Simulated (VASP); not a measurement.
# In (I4/mmm) in VASP: single point with PBEsol

Aim: the single point of In with PBEsol.

Program: VASP 6.6.1. These are calculated values, not measurements. Logs are shortened: lines on timing, memory, paths and dates and some standing lists are left out, and cuts for length are marked.

## (1) The cell of the first run

The typed cell holds 1 atom: a = 3.307 Å, b = 3.307 Å, c = 3.307 Å, α = 119.98°, β = 119.98°, γ = 90.04°.

## (2) Single point, PBEsol

INCAR

```
SYSTEM = In
  PREC = Accurate
  ENCUT = 520
  EDIFF = 1E-7
  ISMEAR = 0
  SIGMA = 0.1
  LREAL = .FALSE.
  LASPH = .TRUE.
  NELM = 100
  ALGO = Fast
  ISIF = 2
  LWAVE = .FALSE.
  LCHARG = .TRUE.
  GGA = PS
  LELF = .TRUE.
  LVHAR = .TRUE.
  NBANDS = 12
```

KPOINTS

```
Automatic mesh
0
G
  26 26 26
  0 0 0
```

POSCAR

```
In
1.0
   -1.6542731642      1.6542731642      2.3378786880
    1.6542731642     -1.6542731642      2.3378786880
    1.6542731642      1.6542731642     -2.3378786880
In
1
Direct
    0.0000000000      0.0000000000      0.0000000000
```

Potentials or basis: VASP PAW PBE potentials, release 64 (In_d).

Launch:

```
> cat potpaw_PBE.64/In_d/POTCAR > POTCAR
> mpirun -np 1 vasp_std > vasp.out
```

OUTCAR:

```text
SYSTEM = In
   PREC = Accurate
   ENCUT = 520
   EDIFF = 1E-7
   ISMEAR = 0
   LREAL = .FALSE.
   LASPH = .TRUE.
   NELM = 100
   ISIF = 2
   GGA = PS

 ion  position               nearest neighbor table
   1  0.000  0.000  0.000-

  LATTYP: Found a body centered tetragonal cell.
 ALAT       =     3.3085463284
 C/A-ratio  =     1.4132361805

  Lattice vectors:

 A1 = (  -1.6542731642,   1.6542731642,   2.3378786880)
 A2 = (   1.6542731642,  -1.6542731642,   2.3378786880)
 A3 = (   1.6542731642,   1.6542731642,  -2.3378786880)

Analysis of symmetry for initial positions (statically):
=====================================================================
 Subroutine PRICEL returns:
 Original cell was already a primitive cell.

 Routine SETGRP: Setting up the symmetry group for a
 body centered tetragonal supercell.

 Subroutine GETGRP returns: Found 16 space group operations
 (whereof 16 operations were pure point group operations)
 out of a pool of 16 trial point group operations.

The static configuration has the point symmetry D_4h.

Analysis of symmetry for dynamics (positions and initial velocities):
=====================================================================
 Subroutine PRICEL returns:
 Original cell was already a primitive cell.

 Routine SETGRP: Setting up the symmetry group for a
 body centered tetragonal supercell.

 Subroutine GETGRP returns: Found 16 space group operations
 (whereof 16 operations were pure point group operations)
 out of a pool of 16 trial point group operations.

The dynamic configuration has the point symmetry D_4h.

 Subroutine INISYM returns: Found 16 space group operations
 (whereof 16 operations are pure point group operations),
 and found     1 'primitive' translations

----------------------------------------------------------------------------------------

                                     Primitive cell

  volume of cell :      25.5915

  direct lattice vectors                    reciprocal lattice vectors
    -1.654273164  1.654273164  2.337878688     0.000000000  0.302247543  0.213869095
     1.654273164 -1.654273164  2.337878688     0.302247543  0.000000000  0.213869095
     1.654273164  1.654273164 -2.337878688     0.302247543  0.302247543  0.000000000

  length of vectors
     3.307403236  3.307403236  3.307403236     0.370261485  0.370261485  0.427442575

  position of ions in fractional coordinates (direct lattice)
     0.000000000  0.000000000  0.000000000

  ion indices of the primitive-cell ions
   primitive index   ion index
                 1           1

----------------------------------------------------------------------------------------

 KPOINTS: Automatic mesh

Automatic generation of k-mesh.
 Grid dimensions read from file:
 generate k-points for:   26   26   26

 Generating k-lattice:

  Cartesian coordinates                     Fractional coordinates (reciprocal lattice)
     0.000000000  0.011624906  0.008225734     0.038461538 -0.000000000  0.000000000
     0.011624906  0.000000000  0.008225734    -0.000000000  0.038461538  0.000000000
     0.011624906  0.011624906  0.000000000     0.000000000  0.000000000  0.038461538

  Length of vectors
     0.014240826  0.014240826  0.016440099

  Shift w.r.t. Gamma in fractional coordinates (k-lattice)
     0.000000000  0.000000000  0.000000000

 Subroutine IBZKPT returns following result:
 ===========================================

 Found   1330 irreducible k-points:

 Following reciprocal coordinates:
            Coordinates               Weight
  0.000000  0.000000  0.000000      1.000000
  0.038462  0.000000 -0.000000      8.000000
  0.076923  0.000000 -0.000000      8.000000
  0.115385  0.000000 -0.000000      8.000000
  0.153846  0.000000 -0.000000      8.000000
  0.192308  0.000000 -0.000000      8.000000
[... 16 lines left out ...]
  0.346154  0.038462 -0.000000     16.000000
  0.384615  0.038462 -0.000000     16.000000
 [... further k-points ...]
   k-points           NKPTS =   1330   k-points in BZ     NKDIM =   1330   number of bands    NBANDS=     12
   number of dos      NEDOS =    301   number of ions     NIONS =      1
   total plane-waves  NPLWV =  21952
   dimension x,y,z NGX =    28 NGY =   28 NGZ =   28
   dimension x,y,z NGXF=    56 NGYF=   56 NGZF=   56
   ions per type =               1
   NGX,Y,Z   is equivalent  to a cutoff of  14.07, 14.07, 14.07 a.u.
   NGXF,Y,Z  is equivalent  to a cutoff of  28.15, 28.15, 28.15 a.u.
 SYSTEM =  In
   PREC   = accura    normal or accurate (medium, high low for compatibility)
   ISTART =      0    job   : 0-new  1-cont  2-samecut
   ICHARG =      2    charge: 1-file 2-atom 10-const
   ISPIN  =      1    spin polarized calculation?
   LNONCOLLINEAR =      F non collinear calculations
   LSORBIT =      F    spin-orbit coupling
   LASPH  =      T    aspherical Exc in radial PAW
   ENCUT  =  520.0 eV  38.22 Ry    6.18 a.u.   6.15  6.15  6.15*2*pi/ulx,y,z
   NELM   =    100;   NELMIN=  2; NELMDL= -5     # of ELM steps
   EDIFF  = 0.1E-06   stopping-criterion for ELM
   LREAL  =      F    real-space projection
   EDIFFG = 0.1E-05   stopping-criterion for IOM
   NSW    =      0    number of steps for IOM
   IBRION =     -1    ionic relax: 0-MD 1-quasi-New 2-CG
   NFREE  =      0    steps in history (QN), initial steepest desc. (CG)
   ISIF   =      2    stress and relaxation
   ISYM   =      2    0-nonsym 1-usesym 2-fastsym
   POTIM  = 0.5000    time-step for ionic-motion
   TEBEG  =    0.0;   TEEND  =   0.0 temperature during run
   PSTRESS=    0.0 pullay stress
   NELECT =      13.0000    total number of electrons
   NUPDOWN=      -1.0000    fix difference up-down
   EMIN   =  10.00;   EMAX   =-10.00  energy-range for DOS
   EFERMI =   0.00;   METHOD = LEGACY
   ISMEAR =     0;   SIGMA  =   0.10  broadening in eV -4-tet -1-fermi 0-gaus
   EFERMI_NEDOS =   21; number of points for ismear=-14 and -15
   IALGO  =     68    algorithm
   IMIX   =      4    mixing-type and parameters
     AMIX     =   0.40;   BMIX     =  1.00
     AMIX_MAG =   1.60;   BMIX_MAG =  1.00
  volume/ion in A,a.u.               =      25.59       172.70
  Fermi-wavevector in a.u.,A,eV,Ry     =   1.306243  2.468440 23.215206  1.706269
  Thomas-Fermi vector in A             =   2.437058
   LORBIT       =      0    0 simple, 1 ext, 2 COOP (PROOUT), +10 PAW based schemes
   GGA     = PS    functional components
   LHFCALC =     F    Hartree Fock is set to
   AEXX    =    0.0000 exact exchange contribution
   IVDW    =     0    specifies the selected vdW correction
   LEPSILON=     F    determine dielectric tensor
   LRPA    =     F    only Hartree local field effects (RPA)
 non-spin polarized calculation
 RMM-DIIS sequential band-by-band and
 Gauss-broadening in eV      SIGMA  =   0.10
  energy-cutoff  :      520.00
  volume of cell :       25.59
 maximum number of plane-waves:       702
 NGX is ok and might be reduce to    28
   NGX = 13   NGY = 13   NGZ = 13

 number of electron      13.0000002 magnetization

 Free energy of the ion-electron system (eV)
  ---------------------------------------------------
  ext. energy  EPLUGINS =         0.00000000
  ---------------------------------------------------
  free energy    TOTEN  =        -2.98569305 eV

  energy without entropy =       -2.98391747  energy(sigma->0) =       -2.98480526

 E-fermi :   7.6229     XC(G=0): -10.5107

 val. band max:        7.6226037110   @ k =  -0.3846  -0.3846   0.1154
 cond. band min:       7.6247404767   @ k =   0.2692   0.2692   0.1154
 fundamental gap:      0.0021367657
 Fermi energy:         7.6229436513

 k-point     1 :       0.0000    0.0000    0.0000
  band No.  band energies     occupation
      1      -6.9585      2.00000
      2      -6.9585      2.00000
      3      -6.9576      2.00000
      4      -6.7742      2.00000
      5      -6.7731      2.00000
      6      -2.1109      2.00000
      7      18.3555      0.00000
      8      18.3574      0.00000
      9      18.3574      0.00000
     10      19.1798      0.00000
     11      21.7837      0.00000
     12      21.7846      0.00000

 k-point     2 :       0.0385    0.0000   -0.0000
  band No.  band energies     occupation
      1      -6.9587      2.00000
      2      -6.9557      2.00000
      3      -6.9550      2.00000
      4      -6.7746      2.00000
      5      -6.7736      2.00000
      6      -2.0781      2.00000
      7      17.8642      0.00000
      8      18.2920      0.00000
      9      18.2928      0.00000
     10      19.0882      0.00000
     11      21.8912      0.00000
     12      21.8931      0.00000

 k-point     3 :       0.0769    0.0000   -0.0000
  band No.  band energies     occupation
      1      -6.9602      2.00000
      2      -6.9477      2.00000
      3      -6.9470      2.00000
      4      -6.7754      2.00000
      5      -6.7745      2.00000
      6      -1.9792      2.00000
      7      16.7312      0.00000
      8      18.1203      0.00000
      9      18.1205      0.00000
     10      19.0265      0.00000
     11      22.1905      0.00000
     12      22.1909      0.00000
[... 286 lines left out ...]
 k-point    23 :       0.3462    0.0385   -0.0000
  band No.  band energies     occupation
      1      -7.0134      2.00000
      2      -6.9318      2.00000
      3      -6.9290      2.00000
      4      -6.6707      2.00000
      5      -6.6491      2.00000
      6       0.8670      2.00000
      7       7.4364      1.99166
      8      15.7222      0.00000
      9      16.7422      0.00000
     10      18.6351      0.00000
     11      20.6232      0.00000
     12      20.8064      0.00000

 k-point    24 :       0.3846    0.0385   -0.0000
  band No.  band energies     occupation
      1      -7.0216      2.00000
      2      -6.9394      2.00000
      3      -6.9359      2.00000
      4      -6.6454      2.00000
      5      -6.6301      2.00000
      6       1.5352      2.00000
      7       6.3589      2.00000
      8      15.6825      0.00000
      9      16.5021      0.00000
     10      18.4821      0.00000
     11      20.4824      0.00000
     12      20.7278      0.00000

 [... further k-points ...]
[... 5 lines left out ...]
  --------------------------------------------------------------------------------------
  -------------------------------------------------------------------------------------
  Total       -0.0059769     -0.0059769     -0.0034601      0.0000000     -0.0000000     -0.0000000
  in kB       -0.3741913     -0.3741913     -0.2166192      0.0000000     -0.0000000     -0.0000000
  external PRESSURE =      -0.3216673 kB  Pullay stress =       0.0000000 kB

 VOLUME and BASIS-vectors are now :
 -----------------------------------------------------------------------------
  energy-cutoff  :      520.00
  volume of cell :       25.59
      direct lattice vectors                 reciprocal lattice vectors
    -1.654273164  1.654273164  2.337878688     0.000000000  0.302247543  0.213869095
     1.654273164 -1.654273164  2.337878688     0.302247543  0.000000000  0.213869095
     1.654273164  1.654273164 -2.337878688     0.302247543  0.302247543  0.000000000

 POSITION                                       TOTAL-FORCE (eV/Angst)
 -----------------------------------------------------------------------------------
      0.00000      0.00000      0.00000         0.000000     -0.000000     -0.000000
 -----------------------------------------------------------------------------------
    total drift:                                0.000000     -0.000000     -0.000000

  FREE ENERGIE OF THE ION-ELECTRON SYSTEM (eV)
  ---------------------------------------------------
  free  energy   TOTEN  =        -2.9856930455 eV

  energy  without entropy=       -2.9839174701  energy(sigma->0) =       -2.98480526
```

Wall time 6.5 min (1 thread of Intel Xeon Platinum 8375C at 2.90GHz (Ice Lake), shared host); peak memory 0.48 GiB.

Results:

```yaml
Free_energy: -2.9857 eV
Pressure: 0.0 GPa
Band_gap_on_the_k_mesh: zero (an odd number of electrons rules out a gap without spin polarisation)
```

Levels at points of the mesh, in eV from the Fermi level:
```
           k point  band 3  band 4  band 5  band 6  band 7  band 8  band 9  band 10
(0.00, 0.00, 0.00)  -14.58  -14.40  -14.40   -9.73   10.73   10.73   10.73    11.56
(0.50, 0.00, 0.00)  -14.57  -14.23  -14.23   -4.36   -3.51    8.53    8.54    10.86
(0.50, 0.50, 0.00)  -14.24  -14.19  -14.19   -2.32   -2.08    4.05    4.06     7.48
(0.50, 0.50, 0.50)  -14.24  -14.19  -14.19   -2.31   -2.07    4.04    4.04     7.47
```

Caveat: the PAW data sets were made with another functional, which shifts forces and pressure a little; spin-orbit coupling is left out, which moves the levels of the heavy elements.
